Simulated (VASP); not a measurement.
Here is a VASP 6.6.1 calculation.

File POSCAR:

```
Si16Ag
1.0
    0.0000000000      5.4437023800     -5.4437023800
    5.4437023800      5.4437023800      0.0000000000
    5.4437023800      0.0000000000     -5.4437023800
Si Ag
16 1
Direct
    0.1337064279      0.1361244514      0.1290505893
    0.1336665654      0.6023997587      0.1292034264
    0.5828586463      0.1425504089      0.1339000462
    0.6355152722      0.6411327726      0.0841067288
    0.1060202156      0.1149532903      0.6659099354
    0.1279308550      0.6295760240      0.6146361918
    0.6197843424      0.1396276738      0.6147699243
    0.6195363495      0.6273788061      0.6149640936
    0.2691281407      0.7440190917      0.2441376121
    0.2194713114      0.2421297874      0.2974603288
    0.7302332535      0.7494183582      0.2450674939
    0.7300760076      0.2771188420      0.2448634049
    0.2473196376      0.7404299902      0.7554840829
    0.2475575272      0.2584684837      0.7553622908
    0.7545452917      0.7666466145      0.7136363689
    0.7290044023      0.2563870878      0.7597928232
   -0.0492232090     -0.0335208443      0.1177701232
```

The input INCAR.step1:

```
SYSTEM = Si16Ag
  PREC = Accurate
  ENCUT = 520
  ISMEAR = 0
  SIGMA = 0.02
  LREAL = Auto
  LASPH = .TRUE.
  NELM = 80
  NELECT = 74.0
  NBANDS = 52
  GGA = PE
  ALGO = Normal
  EDIFF = 1E-4
  LWAVE = .TRUE.
  LCHARG = .FALSE.
```

Contents of INCAR.step2:

```
SYSTEM = Si16Ag
  PREC = Accurate
  ENCUT = 520
  EDIFF = 1E-6
  ISMEAR = 0
  SIGMA = 0.02
  LREAL = Auto
  LASPH = .TRUE.
  NELM = 80
  ALGO = Normal
  ISIF = 2
  LWAVE = .FALSE.
  LCHARG = .FALSE.
  METAGGA = R2SCAN
  LMIXTAU = .TRUE.
  NELECT = 74.0
  NBANDS = 52
  ISTART = 1
```

The input KPOINTS:

```
Automatic mesh
0
G
  2 2 2
  0 0 0
```

Potentials or basis: VASP PAW PBE potentials, release 64 (Si, Ag).

Command:

```sh
$ cat potpaw_PBE.64/Si/POTCAR potpaw_PBE.64/Ag/POTCAR > POTCAR
$ cp INCAR.step1 INCAR
$ mpirun -np 1 vasp_std > vasp.out
$ cp INCAR.step2 INCAR
$ mpirun -np 1 vasp_std > vasp.out
```

(1) Estimate the largest force.

Answers

(1) 0.151 eV/Å.

Caveat: the k points lie up to 0.50 Å⁻¹ apart; the cell carries a net charge on a neutralising background, which shifts energy and pressure; the PAW data sets were made with another functional, which shifts forces and pressure a little.
